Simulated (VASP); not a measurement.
Set up this calculation in VASP 6.6.1, as the native input.

* Task: single point
* Functional: PBEsol
* Potentials or basis: VASP PAW PBE potentials, release 64 (Cd, Se)
* Cutoff: 520 eV
* k mesh: 8 × 8 × 8
* Occupations: fermi-dirac, width 0.05 eV
* Spin: no spin polarisation
* Dipole correction: no
* Further INCAR settings: ALGO = Normal; EDIFF = 1e-06; NBANDS = 16

The structure of CdSe lies in POSCAR:

```
CdSe
1.0
    0.0000000000      3.0496647307      3.0496647307
    3.0496647307      0.0000000000      3.0496647307
    3.0496647307      3.0496647307      0.0000000000
Cd Se
1 1
Direct
    0.0000000000      0.0000000000      0.0000000000
    0.2500000000      0.2500000000      0.2500000000
```

These files were run (other wordings do the same):

INCAR

```
SYSTEM = CdSe
ALGO     = Normal         ! electronic algorithm
EDIFF    = 1E-6           ! SCF threshold, eV
ENCUT    = 520            ! plane-wave cutoff, eV
GGA      = PS             ! functional
ISIF     = 2              ! what is computed and relaxed
ISMEAR   = -1             ! smearing method
LASPH    = .True.         ! aspherical terms in the spheres
LCHARG   = .False.        ! write CHGCAR
LREAL    = .False.        ! projectors in reciprocal space
LWAVE    = .False.        ! write WAVECAR
NBANDS   = 16             ! bands
NELM     = 60             ! most SCF steps
PREC     = Accurate       ! precision mode
SIGMA    = 0.05           ! smearing width, eV
```

KPOINTS

```
k-points
0
Gamma
  8 8 8
  0 0 0
```

Potentials or basis: VASP PAW PBE potentials, release 64 (Cd, Se).

Launch:

```bash
$ cat potpaw_PBE.64/Cd/POTCAR potpaw_PBE.64/Se/POTCAR > POTCAR
$ mpirun -np 1 vasp_std > vasp.out
```

It gave:

The pressure is -0.1 GPa and the band gap on the k mesh is 0.47 eV, direct.

Caveat: the PAW data sets were made with another functional, which shifts forces and pressure a little.

Wall time 7.5 s on 1 thread of Intel(R) Xeon(R) 6975P-C (Granite Rapids), with other jobs on the host, peak memory 0.18 GiB.
